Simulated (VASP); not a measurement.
# GaAs (I-4m2) in VASP: notebook

The runs below take GaAs through single point, with PBE.

All numbers are computed with VASP 6.6.1; they aren't measurements. Logs are shortened: lines on timing, memory, paths and dates and some standing lists are left out, and cuts for length are marked.

## 1. The cell of the first run

Symmetry: I-4m2, No. 119, tetragonal system. The conventional cell has a = 3.898 Å, b = 3.898 Å, c = 5.795 Å, α = 90.00°, β = 90.00°, γ = 90.00°. Within 3.2 Å of Ga (site symmetry -4m2) lie 4 As at 2.43 Å. Within 3.2 Å of As (site symmetry -4m2) lie 4 Ga at 2.43 Å.

## 2. Single point, PBE (strain -0.025 along x and y, +0.025 along z)

Contents of INCAR:

```
SYSTEM = GaAs
PREC = Accurate ; ENCUT = 520
EDIFF = 1E-6 ; ISMEAR = 0
SIGMA = 0.05 ; LREAL = .FALSE.
LASPH = .TRUE. ; NELM = 100
ALGO = Normal ; ISIF = 2
LWAVE = .FALSE. ; LCHARG = .FALSE.
GGA = PE ; NBANDS = 16
```

Contents of KPOINTS:

```
regular mesh
0
G
  10 10 10
  0 0 0
```

Contents of POSCAR:

```
GaAs
1.0
    0.0000000000      2.7561787500      2.8975212500
    2.7561787500      0.0000000000      2.8975212500
    2.7561787500      2.7561787500      0.0000000000
Ga As
1 1
Direct
    0.0000000000      0.0000000000      0.0000000000
    0.7500000000      0.7500000000      0.7500000000
```

Potentials or basis: VASP PAW PBE potentials, release 64 (Ga_d, As).

The run is started by

```sh
$ cat potpaw_PBE.64/Ga_d/POTCAR potpaw_PBE.64/As/POTCAR > POTCAR
$ mpirun -np 1 vasp_std > vasp.out
```

OUTCAR:

```text
SYSTEM = GaAs
   PREC = Accurate
   ENCUT = 520
   EDIFF = 1E-6
   ISMEAR = 0
   LREAL = .FALSE.
   LASPH = .TRUE.
   NELM = 100
   ISIF = 2
   GGA = PE

 ion  position               nearest neighbor table
   1  0.000  0.000  0.000-   2 2.43   2 2.43   2 2.43   2 2.43
   2  0.750  0.750  0.750-   1 2.43   1 2.43   1 2.43   1 2.43

  LATTYP: Found a body centered tetragonal cell.
 ALAT       =     3.8978253686
 C/A-ratio  =     1.4867373348

  Lattice vectors:

 A1 = (  -2.7561787500,   0.0000000000,   2.8975212500)
 A2 = (   2.7561787500,   0.0000000000,   2.8975212500)
 A3 = (   0.0000000000,   2.7561787500,  -2.8975212500)

Analysis of symmetry for initial positions (statically):
=====================================================================
 Subroutine PRICEL returns:
 Original cell was already a primitive cell.

 Routine SETGRP: Setting up the symmetry group for a
 body centered tetragonal supercell.

 Subroutine GETGRP returns: Found  8 space group operations
 (whereof  8 operations were pure point group operations)
 out of a pool of 16 trial point group operations.

The static configuration has the point symmetry D_2d.

Analysis of symmetry for dynamics (positions and initial velocities):
=====================================================================
 Subroutine PRICEL returns:
 Original cell was already a primitive cell.

 Routine SETGRP: Setting up the symmetry group for a
 body centered tetragonal supercell.

 Subroutine GETGRP returns: Found  8 space group operations
 (whereof  8 operations were pure point group operations)
 out of a pool of 16 trial point group operations.

The dynamic configuration has the point symmetry D_2d.

 Subroutine INISYM returns: Found  8 space group operations
 (whereof  8 operations are pure point group operations),
 and found     1 'primitive' translations

----------------------------------------------------------------------------------------

                                     Primitive cell

  volume of cell :      44.0222

  direct lattice vectors                    reciprocal lattice vectors
     0.000000000  2.756178750  2.897521250    -0.181410585  0.181410585  0.172561288
     2.756178750  0.000000000  2.897521250     0.181410585 -0.181410585  0.172561288
     2.756178750  2.756178750  0.000000000     0.181410585  0.181410585 -0.172561288

  length of vectors
     3.999018717  3.999018717  3.897825369     0.309187644  0.309187644  0.309187644
[... 68 lines left out ...]
   ions per type =               1   1
   NGX,Y,Z   is equivalent  to a cutoff of  12.47, 12.47, 12.80 a.u.
   NGXF,Y,Z  is equivalent  to a cutoff of  24.94, 24.94, 25.59 a.u.
 SYSTEM =  GaAs
   PREC   = accura    normal or accurate (medium, high low for compatibility)
   ISTART =      0    job   : 0-new  1-cont  2-samecut
   ICHARG =      2    charge: 1-file 2-atom 10-const
   ISPIN  =      1    spin polarized calculation?
   LNONCOLLINEAR =      F non collinear calculations
   LSORBIT =      F    spin-orbit coupling
   LASPH  =      T    aspherical Exc in radial PAW
   ENCUT  =  520.0 eV  38.22 Ry    6.18 a.u.   7.44  7.44  7.25*2*pi/ulx,y,z
   NELM   =    100;   NELMIN=  2; NELMDL= -5     # of ELM steps
   EDIFF  = 0.1E-05   stopping-criterion for ELM
   LREAL  =      F    real-space projection
[... 7 lines left out ...]
   TEBEG  =    0.0;   TEEND  =   0.0 temperature during run
   PSTRESS=    0.0 pullay stress
   NELECT =      18.0000    total number of electrons
   NUPDOWN=      -1.0000    fix difference up-down
   EMIN   =  10.00;   EMAX   =-10.00  energy-range for DOS
   EFERMI =   0.00;   METHOD = LEGACY
   ISMEAR =     0;   SIGMA  =   0.05  broadening in eV -4-tet -1-fermi 0-gaus
   EFERMI_NEDOS =   21; number of points for ismear=-14 and -15
   IALGO  =     38    algorithm
   IMIX   =      4    mixing-type and parameters
     AMIX     =   0.40;   BMIX     =  1.00
     AMIX_MAG =   1.60;   BMIX_MAG =  1.00
  volume/ion in A,a.u.               =      22.01       148.54
  Fermi-wavevector in a.u.,A,eV,Ry     =   1.215090  2.296188 20.088245  1.476444
  Thomas-Fermi vector in A             =   2.350489
   LORBIT       =      0    0 simple, 1 ext, 2 COOP (PROOUT), +10 PAW based schemes
   GGA     = PE    functional components
   LHFCALC =     F    Hartree Fock is set to
   AEXX    =    0.0000 exact exchange contribution
   IVDW    =     0    specifies the selected vdW correction
   LEPSILON=     F    determine dielectric tensor
   LRPA    =     F    only Hartree local field effects (RPA)
 non-spin polarized calculation
 Gauss-broadening in eV      SIGMA  =   0.05
  energy-cutoff  :      520.00
  volume of cell :       44.02
 maximum number of plane-waves:      1203
 NGX is ok and might be reduce to    30
   NGX = 15   NGY = 15   NGZ = 15

 number of electron      18.0000010 magnetization

 Free energy of the ion-electron system (eV)
  ---------------------------------------------------
  ext. energy  EPLUGINS =         0.00000000
  ---------------------------------------------------
  free energy    TOTEN  =        -8.20391302 eV

  energy without entropy =       -8.20391302  energy(sigma->0) =       -8.20391302

 E-fermi :   4.5387     XC(G=0):  -9.7085

 val. band max:        4.2837029698   @ k =   0.0000   0.0000   0.0000
 cond. band min:       4.8759935666   @ k =   0.0000   0.0000   0.0000
 fundamental gap:      0.5922905968
 Fermi energy:         4.5387234794

 k-point     1 :       0.0000    0.0000    0.0000
  band No.  band energies     occupation
      1     -10.6869      2.00000
      2     -10.6738      2.00000
      3     -10.6738      2.00000
      4     -10.5966      2.00000
      5     -10.5903      2.00000
      6      -8.7311      2.00000
[... 433 lines left out ...]
      3     -10.6346      2.00000
      4     -10.6052      2.00000
      5     -10.5885      2.00000
      6      -7.0129      2.00000
[... 8 lines left out ...]
     15      16.7238      0.00000
     16      16.9676      0.00000

 [... further k-points ...]
[... 5 lines left out ...]
  --------------------------------------------------------------------------------------
  -------------------------------------------------------------------------------------
  Total        1.8160766      1.8160766      0.9224546      0.0000000      0.0000000      0.0000000
  in kB       66.0957229     66.0957229     33.5725383      0.0000000      0.0000000      0.0000000
  external PRESSURE =      55.2546613 kB  Pullay stress =       0.0000000 kB

 VOLUME and BASIS-vectors are now :
 -----------------------------------------------------------------------------
  energy-cutoff  :      520.00
  volume of cell :       44.02
      direct lattice vectors                 reciprocal lattice vectors
     0.000000000  2.756178750  2.897521250    -0.181410585  0.181410585  0.172561288
     2.756178750  0.000000000  2.897521250     0.181410585 -0.181410585  0.172561288
     2.756178750  2.756178750  0.000000000     0.181410585  0.181410585 -0.172561288

 POSITION                                       TOTAL-FORCE (eV/Angst)
 -----------------------------------------------------------------------------------
      0.00000      0.00000      0.00000         0.000000      0.000000     -0.000000
      4.13427      4.13427      4.34628        -0.000000     -0.000000      0.000000
 -----------------------------------------------------------------------------------
    total drift:                               -0.000001     -0.000001     -0.000001

  FREE ENERGIE OF THE ION-ELECTRON SYSTEM (eV)
  ---------------------------------------------------
  free  energy   TOTEN  =        -8.2039130173 eV

  energy  without entropy=       -8.2039130173  energy(sigma->0) =       -8.20391302
```

OSZICAR:

```text
N       E                     dE             d eps       ncg     rms          rms(c)
DAV:   1     0.816527021285E+02    0.81653E+02   -0.89947E+03  3400   0.156E+03
DAV:   2    -0.198514922939E+01   -0.83638E+02   -0.79755E+02  3712   0.308E+02
DAV:   3    -0.827486181284E+01   -0.62897E+01   -0.62684E+01  4016   0.653E+01
DAV:   4    -0.836859518653E+01   -0.93733E-01   -0.93713E-01  3952   0.884E+00
DAV:   5    -0.836987378237E+01   -0.12786E-02   -0.12786E-02  4176   0.927E-01    0.298E+00
DAV:   6    -0.822413327503E+01    0.14574E+00   -0.21334E-01  5000   0.816E+00    0.181E+00
DAV:   7    -0.820266037997E+01    0.21473E-01   -0.66966E-02  4112   0.191E+00    0.565E-01
DAV:   8    -0.820341622628E+01   -0.75585E-03   -0.10479E-02  3976   0.115E+00    0.119E-01
DAV:   9    -0.820380296551E+01   -0.38674E-03   -0.93873E-04  4104   0.345E-01    0.488E-02
DAV:  10    -0.820386574705E+01   -0.62782E-04   -0.72712E-05  4488   0.955E-02    0.265E-02
DAV:  11    -0.820391275053E+01   -0.47003E-04   -0.65371E-05  3880   0.619E-02    0.276E-03
DAV:  12    -0.820391301734E+01   -0.26681E-06   -0.10905E-06  3272   0.160E-02
   1 F= -.82039130E+01 E0= -.82039130E+01  d E =-.284180E-15
```

stdout:

```text
POSCAR found type information on POSCAR GaAs
 POSCAR found :  2 types and       2 ions
 scaLAPACK will be used
 LDA part: xc-table for (Slater+PW92), standard interpolation
 POSCAR, INCAR and KPOINTS ok, starting setup
 FFT: planning ... GRIDC
 FFT: planning ... GRID_SOFT
 FFT: planning ... GRID
 WAVECAR not read
 entering main loop
```

Wall time 74 s (1 thread of Intel Xeon 8259CL, shared host); peak memory 0.22 GiB.

Results:

```yaml
Free_energy: -8.2039 eV
Pressure: 5.5 GPa
Band_gap_on_the_k_mesh: 0.59 eV
```

Levels at points of the mesh, in eV from the valence-band top:
```tsv
k point	band 7	band 8	band 9	band 10	band 11	band 12
(0.00, 0.00, 0.00)	-0.32	0.00	0.00	0.59	3.60	3.60
(0.50, 0.00, 0.00)	-6.88	-1.50	-1.07	0.92	4.42	4.72
(0.50, 0.50, 0.00)	-7.25	-2.64	-2.64	1.53	1.86	10.25
(0.50, 0.00, 0.50)	-6.94	-2.99	-2.96	1.21	1.38	9.98
```

Caveat: the cell differs from its parent crystal (strain -0.025 along x and y, +0.025 along z); the cell stands under pressure.

## 3. Single point, PBE (strain +0.000 along x and y, +0.025 along z)

Edit INCAR of step 2 so:

```diff
@@ -4,3 +4,3 @@
 SIGMA = 0.05 ; LREAL = .FALSE.
-LASPH = .TRUE. ; NELM = 100
+LASPH = .TRUE. ; NELM = 80
 ALGO = Normal ; ISIF = 2
```

Contents of KPOINTS:

```
Automatic mesh
0
G
  10 10 10
  0 0 0
```

Contents of POSCAR:

```
GaAs
1.0
    0.0000000000      2.8268500000      2.8975212500
    2.8268500000      0.0000000000      2.8975212500
    2.8268500000      2.8268500000      0.0000000000
Ga As
1 1
Direct
    0.0000000000      0.0000000000      0.0000000000
    0.7500000000      0.7500000000      0.7500000000
```

Potentials or basis: VASP PAW PBE potentials, release 64 (Ga_d, As).

The run is started by

```sh
$ cat potpaw_PBE.64/Ga_d/POTCAR potpaw_PBE.64/As/POTCAR > POTCAR
$ mpirun -np 1 vasp_std > vasp.out
```

It took 83 s on 1 thread of Intel Xeon 8259CL, shared host; peak memory 0.23 GiB.

It converged, with:

```yaml
Free_energy: -8.2654 eV
Pressure: 1.7 GPa
Band_gap_on_the_k_mesh: 0.28 eV
```

Stress tensor (GPa, compression positive):
```
2.17 0.00 0.00
0.00 2.17 0.00
0.00 0.00 0.66
```

Levels at points of the mesh, in eV from the valence-band top:
| k point | band 7 | band 8 | band 9 | band 10 | band 11 | band 12 |
| --- | --- | --- | --- | --- | --- | --- |
| (0.00, 0.00, 0.00) | -0.14 | 0.00 | 0.00 | 0.28 | 3.66 | 3.66 |
| (0.50, 0.00, 0.00) | -6.55 | -1.25 | -1.05 | 0.87 | 4.51 | 4.66 |
| (0.50, 0.50, 0.00) | -6.85 | -2.53 | -2.53 | 1.56 | 1.77 | 9.91 |
| (0.50, 0.00, 0.50) | -6.70 | -2.70 | -2.68 | 1.41 | 1.54 | 9.82 |

Caveat: the cell differs from its parent crystal (strain +0.000 along x and y, +0.025 along z).
